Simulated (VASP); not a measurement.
## P: single point with PBE

P:

```
P
1.0
     5.60751    0.00000    0.00000
     0.00000    5.60751    0.00000
     0.00000    0.00000    5.65735
P
5
Direct
  0.00000 0.21035 0.64028
  0.21035 0.00000 0.35972
  0.78965 0.00000 0.35972
  0.00000 0.78965 0.64028
  0.00000 0.00000 0.00000
```

The cell was generated, and may not be a known phase.

* Program: VASP 6.6.1
* Task: single point
* Functional: PBE
* Potentials or basis: VASP PAW PBE potentials, release 64 (P)
* Cutoff: 500 eV
* k mesh: 4 × 4 × 4
* Occupations: gaussian, width 0.1 eV
* Spin: no spin polarisation
* Dipole correction: no
* Further INCAR settings: ALGO = Normal; EDIFF = 1e-06; NBANDS = 20

The pressure is 0.0 GPa and the largest force is 0.093 eV/Å. The band gap on the k mesh is zero (an odd number of electrons rules out a gap without spin polarisation).

Forces on the atoms (eV/Å):
```
P    0.000 -0.089 -0.026
P   -0.089  0.000  0.026
P    0.089  0.000  0.026
P    0.000  0.089 -0.026
P    0.000  0.000  0.000
```

Levels at points of the mesh, in eV from the Fermi level:
```
           k point  band 9  band 10  band 11  band 12  band 13  band 14  band 15  band 16
(0.00, 0.00, 0.00)   -4.33    -2.87    -2.19    -2.19     0.14     1.35     1.92     2.03
(0.50, 0.00, 0.00)   -3.55    -3.18    -2.72    -2.10     0.12     0.32     1.49     1.50
(0.50, 0.50, 0.00)   -3.54    -3.41    -2.64    -2.64     0.26     0.26     0.54     1.03
(0.00, 0.00, 0.50)   -5.31    -3.96    -2.79     0.51     0.51     0.87     1.40     1.42
(0.50, 0.00, 0.50)   -4.74    -3.09    -3.00    -1.15     0.68     0.94     1.04     1.45
(0.50, 0.50, 0.50)   -3.57    -3.43    -2.69    -1.11    -1.11     0.34     1.34     1.34
```

It took 34 s on 1 thread of Intel(R) Xeon(R) Platinum 8488C (Sapphire Rapids), with other jobs on the host, peak memory 0.26 GiB.

Caveat: this functional lacks dispersion, which binds layers or chains, so the pressure and a relaxed spacing across them are unreliable; an odd number of electrons without spin polarisation forces a metal; a magnetic or distorted state may lie lower.
